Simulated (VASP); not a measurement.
Input of a VASP 6.6.1 run:

File POSCAR:

```
NaCl
1.0
    0.0000000000      2.7940632177      2.7940632177
    2.7940632177      0.0000000000      2.7940632177
    2.7940632177      2.7940632177      0.0000000000
Cl Na
1 1
Direct
    0.5000000000      0.5000000000      0.5000000000
    0.0000000000      0.0000000000      0.0000000000
```

File INCAR.step1:

```
PREC     = Accurate       # precision mode
ENCUT    = 520            # plane-wave cutoff, eV
EDIFF    = 1E-5           # SCF threshold, eV
ISMEAR   = -1             # smearing method
SIGMA    = 0.05           # smearing width, eV
LREAL    = F              # projectors in reciprocal space
LASPH    = T              # aspherical terms in the spheres
NELM     = 60             # most SCF steps
ALGO     = Normal         # electronic algorithm
ISIF     = 2              # what is computed and relaxed
LWAVE    = T              # write WAVECAR
LCHARG   = F              # write CHGCAR
NBANDS   = 14             # bands
GGA      = PE             # functional
```

The input INCAR.step2:

```
PREC     = Accurate       # precision mode
ENCUT    = 520            # plane-wave cutoff, eV
EDIFF    = 1E-6           # SCF threshold, eV
ISMEAR   = -1             # smearing method
SIGMA    = 0.05           # smearing width, eV
LREAL    = F              # projectors in reciprocal space
LASPH    = T              # aspherical terms in the spheres
NELM     = 60             # most SCF steps
ALGO     = Normal         # electronic algorithm
ISIF     = 2              # what is computed and relaxed
LWAVE    = F              # write WAVECAR
LCHARG   = F              # write CHGCAR
GGA      = PE             # functional
LHFCALC  = T              # exact exchange
AEXX     = 0.15           # exact-exchange fraction
HFSCREEN = 0.2            # screening, 1/A
PRECFOCK = Normal       
NBANDS   = 14             # bands
ISTART   = 1
```

File KPOINTS:

```
Automatic mesh
0
Gamma
  4 4 4
```

Potentials or basis: VASP PAW PBE potentials, release 64 (Cl, Na_pv).

Launch:

```console
$ cat potpaw_PBE.64/Cl/POTCAR potpaw_PBE.64/Na_pv/POTCAR > POTCAR
$ cp INCAR.step1 INCAR
$ mpirun -np 1 vasp_std > vasp.out
$ cp INCAR.step2 INCAR
$ mpirun -np 1 vasp_std > vasp.out
```

(1) What does it give for the band gap on the k mesh?

(2) Estimate the pressure.

## Answers

(1) 6.05 eV.

(2) 1.2 GPa.

Caveat: the k points lie up to 0.49 Å⁻¹ apart; the PAW data sets were made with another functional, which shifts forces and pressure a little.
